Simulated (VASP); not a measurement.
Write the native input for VASP 6.6.1 that does the following.

| Property | Result |
| --- | --- |
| Task | single point |
| Functional | PBE |
| Potentials or basis | VASP PAW PBE potentials, release 64 (Ag, Br) |
| Cutoff | 500 eV |
| k mesh | 6 × 6 × 6 |
| Occupations | fermi-dirac, width 0.0583 eV |
| Spin | no spin polarisation |
| Hubbard terms | Ag d U = 3.0 eV |
| Dipole correction | no |
| Further INCAR settings | ALGO = Normal; EDIFF = 1e-06; NBANDS = 16 |

The structure of AgBr lies in POSCAR:

```
AgBr
1.0
    0.0000000000      2.8470290000      2.8470290000
    2.8470290000      0.0000000000      2.8470290000
    2.8470290000      2.8470290000      0.0000000000
Ag Br
1 1
Direct
    0.0000000000      0.0000000000      0.0000000000
    0.5000000000      0.5000000000      0.5000000000
```

One way to write it, as run:

INCAR

```
SYSTEM = AgBr
PREC = Accurate ; ENCUT = 500
EDIFF = 1E-6 ; ISMEAR = -1
SIGMA = 0.0583 ; LREAL = .False.
LASPH = .True. ; NELM = 200
ALGO = Normal ; ISIF = 2
LWAVE = .False. ; LCHARG = .False.
LMAXMIX = 4 ; LDAU = .True.
LDAUTYPE = 2 ; LDAUL = 2 -1
LDAUU = 3 0 ; LDAUJ = 0 0
LDAUPRINT = 1 ; GGA = PE
NBANDS = 16 ; GGA_COMPAT = .False.
```

KPOINTS

```
Automatic mesh
0
Gamma
  6 6 6
  0 0 0
```

Potentials or basis: VASP PAW PBE potentials, release 64 (Ag, Br).

Command:

```console
$ cat potpaw_PBE.64/Ag/POTCAR potpaw_PBE.64/Br/POTCAR > POTCAR
$ mpirun -np 1 vasp_std > vasp.out
```

It gave:

| Item | Value |
| --- | --- |
| Pressure | 3.5 GPa |
| Band gap on the k mesh | 1.20 eV, indirect (least direct gap 2.78 eV) |

Wall time 9.9 s on 1 thread of Intel(R) Xeon(R) Platinum 8488C (Sapphire Rapids) (shared host), peak memory 0.17 GiB.
